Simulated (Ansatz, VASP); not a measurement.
**HfRu: VASP beside Ansatz**

```xyz
2
Lattice="3.2250 0.0323 0.0323 0.0323 3.2250 0.0323 0.0323 0.0323 3.2250" Properties=species:S:1:pos:R:3 pbc="T T T"
Hf    0.0000    0.0000    0.0000
Ru    1.6447    1.6447    1.6448
```

Change from the starting cell: equal xy, yz and zx shear strains of +2 %.

Alike in both runs: task single point; functional PBEsol; k mesh 11 × 11 × 11; occupations fermi-dirac, width 0.08 eV; no spin polarisation.

```csv
,VASP,Ansatz
version,VASP 6.6.1,Ansatz 0.2.0
potentials or method,"VASP PAW PBE potentials, release 64 (Hf_pv, Ru_pv), cutoff 520 eV","all-electron LAPW, scalar-relativistic"
```

```csv
,VASP,Ansatz,Ansatz less VASP
pressure (GPa),-4.0,-2.9,+1.09
"traceless stress, the component that is largest in VASP (GPa)",-1.46,-1.50,-0.041
```

VASP's potentials were made for PBE, not for PBEsol. Ansatz ran all-electron here, and VASP with PAW potentials.

Neither program's run includes spin-orbit coupling.
